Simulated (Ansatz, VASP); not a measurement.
# Si7Ge: VASP beside Ansatz

Contents of INCAR:

```
SYSTEM = Si7Ge
PREC = Accurate
ENCUT = 520
EDIFF = 1E-6
ISMEAR = 0
SIGMA = 0.03
LREAL = .FALSE.
LASPH = .TRUE.
NELM = 100
ALGO = Normal
ISIF = 2
LWAVE = .FALSE.
LCHARG = .FALSE.
GGA = PS
NBANDS = 31
```

File KPOINTS:

```
regular mesh
0
G
  8 8 8
  0 0 0
```

The input POSCAR:

```
Si7Ge
1.0
    5.1507178438      0.0000000000      0.0000000000
    0.0000000000      5.1507178438      0.0000000000
    0.0000000000      0.0000000000      5.1507178438
Si Ge
7 1
Direct
    0.2525986838      0.2525986838      0.2525986838
    0.0000000000      0.5000000000      0.5000000000
    0.5000000000      0.5000000000      0.0000000000
    0.5000000000      0.0000000000      0.5000000000
    0.7474013162      0.2525986838      0.7474013162
    0.7474013162      0.7474013162      0.2525986838
    0.2525986838      0.7474013162      0.7474013162
    0.0000000000      0.0000000000      0.0000000000
```

Input for Ansatz:

```yaml
crystal:
  lattice:
    - [5.1507178438, 0.0, 0.0]
    - [0.0, 5.1507178438, 0.0]
    - [0.0, 0.0, 5.1507178438]
  atoms:
    - { symbol: Si, position: [0.2525986838, 0.2525986838, 0.2525986838] }
    - { symbol: Si, position: [0.0, 0.5, 0.5] }
    - { symbol: Si, position: [0.5, 0.5, 0.0] }
    - { symbol: Si, position: [0.5, 0.0, 0.5] }
    - { symbol: Si, position: [0.7474013162, 0.2525986838, 0.7474013162] }
    - { symbol: Si, position: [0.7474013162, 0.7474013162, 0.2525986838] }
    - { symbol: Si, position: [0.2525986838, 0.7474013162, 0.7474013162] }
    - { symbol: Ge, position: [0.0, 0.0, 0.0] }
basis:
  ecutwfc: 420
kpoints:
  mp_grid: { grid: [8, 8, 8] }
hamiltonian:
  xc: pbesol
  pseudopotentials: { kind: paw, azcp: { folder: soft_1 } }
scf:
  occupations: { method: gaussian, width: 0.03 }
output:
  forces: true
  stress: true
  eigenvalues: true
```

Alike in both runs: task single point; functional PBEsol; k mesh 8 × 8 × 8; occupations gaussian, width 0.03 eV; no spin polarisation.

```csv
,VASP,Ansatz
version,VASP 6.6.1,Ansatz 0.2.0
potentials or method,"VASP PAW PBE potentials, release 64 (Si, Ge_d), cutoff 520 eV","scalar-relativistic, plane waves, PAW"
valence electrons in the cell,42,42
```

Ansatz gave:

| Quantity | Value |
| --- | --- |
| gap on the k mesh at the Fermi level (eV) | none |
| pressure (GPa) | 22.8 |
| rms of the force components (eV/Å) | 0.002 |

Q: What did VASP give for the same quantities?

A: gap on the k mesh at the Fermi level (eV): none; pressure (GPa): 22.9; rms of the force components (eV/Å): 0.008.

VASP's potentials were made for PBE, not for PBEsol, and Ansatz warns of the same on its side. Atom by atom the forces differ by 0.005 eV/Å (rms over components). A gap of «none» marks a metal or a gap that the smearing closes.
